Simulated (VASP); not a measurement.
HfN, 4 atoms in the cell. The structure is hexagonal, space group P6_3/mmc (No. 194). Conventional cell: a = 3.096 Å, b = 3.096 Å, c = 5.514 Å, α = 90.00°, β = 90.00°, γ = 120.00°. Hf (site symmetry -6m2) has 6 N at 2.26 Å within 3.0 Å. N (site symmetry -3m) has 6 Hf at 2.26 Å and 2 N at 2.76 Å within 3.0 Å.  This cell differs from its parent crystal: strained.

- Program: VASP 6.6.1
- Task: single point
- Functional: PBEsol
- Potentials or basis: VASP PAW PBE potentials, release 64 (Hf_pv, N)
- Cutoff: 520 eV
- k mesh: 15 × 15 × 8
- Occupations: gaussian, width 0.1 eV
- Spin: no spin polarisation
- Dipole correction: no
- Further INCAR settings: ALGO = Normal; EDIFF = 1e-06; NBANDS = 23

Potentials or basis: VASP PAW PBE potentials, release 64 (Hf_pv, N).

Run with:

```console
$ cat potpaw_PBE.64/Hf_pv/POTCAR potpaw_PBE.64/N/POTCAR > POTCAR
$ mpirun -np 1 vasp_std > vasp.out
```

Hardware: 1 thread of Intel(R) Xeon(R) Platinum 8488C (Sapphire Rapids), on a shared host.

Problem. Estimate the wall time of this run.

Solution. It took 62 s on 1 thread of Intel(R) Xeon(R) Platinum 8488C (Sapphire Rapids) (shared host), peak memory 0.25 GiB. Counts: scf iterations 13, k points 135.
